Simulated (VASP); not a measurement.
Here is a VASP 6.6.1 calculation.

The input INCAR:

```
SYSTEM = CsOs2
PREC = Accurate ; ENCUT = 520
EDIFF = 1E-7 ; ISMEAR = 0
SIGMA = 0.1 ; LREAL = .False.
LASPH = .True. ; NELM = 100
ALGO = Normal ; ISIF = 2
LWAVE = .False. ; LCHARG = .False.
GGA = PE ; NBANDS = 20
```

The input KPOINTS:

```
Automatic mesh
0
Gamma
  12 12 12
  0 0 0
```

POSCAR

```
CsOs2
1.0
    0.0000000000      3.2503038528      3.2503038528
    3.2503038528      0.0000000000      3.2503038528
    3.2503038528      3.2503038528      0.0000000000
Cs Os
1 2
Direct
    0.0000000000      0.0000000000      0.0000000000
    0.7500000000      0.7500000000      0.7500000000
    0.5000000000      0.5000000000      0.5000000000
```

Potentials or basis: VASP PAW PBE potentials, release 64 (Cs_sv, Os).

Command:

```console
$ cat potpaw_PBE.64/Cs_sv/POTCAR potpaw_PBE.64/Os/POTCAR > POTCAR
$ mpirun -np 1 vasp_std > vasp.out
```

Task: Estimate the band gap on the k mesh.

Result: Zero (an odd number of electrons rules out a gap without spin polarisation).

Task: What does it give for the pressure?

Result: 1.5 GPa.

Caveat: spin-orbit coupling is left out, which moves the levels of the heavy elements.
